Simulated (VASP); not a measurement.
Here is a VASP 6.6.1 calculation.

INCAR

```
SYSTEM = In3Se
PREC = Accurate ; ENCUT = 600
EDIFF = 1E-6 ; ISMEAR = 0
SIGMA = 0.1 ; LREAL = .FALSE.
LASPH = .TRUE. ; NELM = 60
ALGO = Normal ; ISIF = 3
LWAVE = .FALSE. ; LCHARG = .FALSE.
GGA = PE ; IBRION = 2
NSW = 100 ; EDIFFG = -0.01
```

KPOINTS

```
regular mesh
0
G
  12 12 6
  0 0 0
```

Contents of POSCAR:

```
In3Se
1.0
    3.9520875111      0.0000000000      0.0000000000
   -1.9760437556      3.4226081826      0.0000000000
    0.0000000000      0.0000000000      8.4442479296
In Se
3 1
Direct
    0.0000000000      0.0000000000      0.5000000000
    0.3333333333      0.6666666667      0.2191860072
    0.6666666667      0.3333333333      0.7808139928
    0.0000000000      0.0000000000      0.0000000000
```

Potentials or basis: VASP PAW PBE potentials, release 64 (In_d, Se).

Command:

```sh
$ cat potpaw_PBE.64/In_d/POTCAR potpaw_PBE.64/Se/POTCAR > POTCAR
$ mpirun -np 1 vasp_std > vasp.out
```

**Question.** Estimate the relaxed volume.

**Answer.** 28.74 Å³/atom.

**Question.** Predict the relaxed cell.

**Answer.** a = 4.017 Å, b = 4.017 Å, c = 8.226 Å, α = 90.00°, β = 90.00°, γ = 120.00°.

**Question.** What does it give for the band gap on the k mesh?

**Answer.** Zero (an odd number of electrons rules out a gap without spin polarisation).

Final structure:
```
CELL_PARAMETERS angstrom
4.01689 0.00000 0.00000
-2.00844 3.47873 0.00000
0.00000 0.00000 8.22562
ATOMIC_POSITIONS crystal
In 0.00000 0.00000 0.50000
In 0.33333 0.66667 0.22250
In 0.66667 0.33333 0.77750
Se 0.00000 0.00000 0.00000
```

Caveat: spin-orbit coupling is left out, which moves the levels of the heavy elements.
